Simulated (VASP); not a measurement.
Input of a VASP 6.6.1 run:

INCAR

```
PREC = Accurate
ENCUT = 520
EDIFF = 1E-6
ISMEAR = -1
SIGMA = 0.1
LREAL = F
LASPH = T
NELM = 60
ALGO = Normal
ISIF = 2
LWAVE = F
LCHARG = F
GGA = PE
NBANDS = 18
```

KPOINTS

```
Automatic mesh
0
Gamma
  17 17 17
```

POSCAR

```
Ta
1.0
   -2.1084615846      2.1084615846      1.1512227636
    2.1084615846     -2.1084615846      1.1512227636
    2.1084615846      2.1084615846     -1.1512227636
Ta
2
Direct
   -0.3750000000     -0.1250000000     -0.2500000000
    0.3750000000      0.1250000000      0.2500000000
```

Potentials or basis: VASP PAW PBE potentials, release 64 (Ta_pv).

Launch:

```bash
$ cat potpaw_PBE.64/Ta_pv/POTCAR > POTCAR
$ mpirun -np 1 vasp_std > vasp.out
```

(1) Predict the pressure.

(2) What does it give for the band gap on the k mesh?

Answers

(1) 381.2 GPa.

(2) zero (band 11 reaches 13.31 eV, above the bottom of band 12 at 10.26 eV).

Caveat: spin-orbit coupling is left out, which moves the levels of the heavy elements.
